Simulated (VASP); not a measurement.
Crystal: SiO2.

```
Si O
1.0
     2.82540    0.00000    0.00000
     0.00000    2.82540    0.00000
     0.00000    0.00000    8.18865
Si O
2 4
Cartesian
  0.0000 0.0000 0.0000
  1.4127 1.4127 4.0943
  0.0000 1.4127 3.2587
  0.0000 1.4127 7.3530
  1.4127 0.0000 4.9299
  1.4127 0.0000 0.8356
```

Base run:

* Program: VASP 6.6.1
* Functional: HSE06
* Potentials or basis: VASP PAW PBE potentials, release 64 (Si, O)
* Cutoff: 520 eV
* k mesh: 6 × 6 × 2
* Occupations: gaussian, width 0.01 eV
* Spin: no spin polarisation

Its results: band gap on the k mesh 7.15 eV (least direct gap 7.48 eV); pressure 0.2 GPa; largest force 0.128 eV/Å.

**Question.** The run is repeated on the same cell with these changes: functional from HSE06 to PBE0; further incar settings from ALGO = Normal; EDIFF = 1e-07; NBANDS = 25 to ALGO = Normal; EDIFF = 1e-06; NBANDS = 25. What comes out?

**Answer.** Band gap on the k mesh 7.93 eV (least direct gap 8.25 eV); pressure 0.0 GPa; largest force 0.133 eV/Å.

Caveats: the PAW data sets were made with another functional, which shifts forces and pressure a little.

A k mesh can miss the band edges.
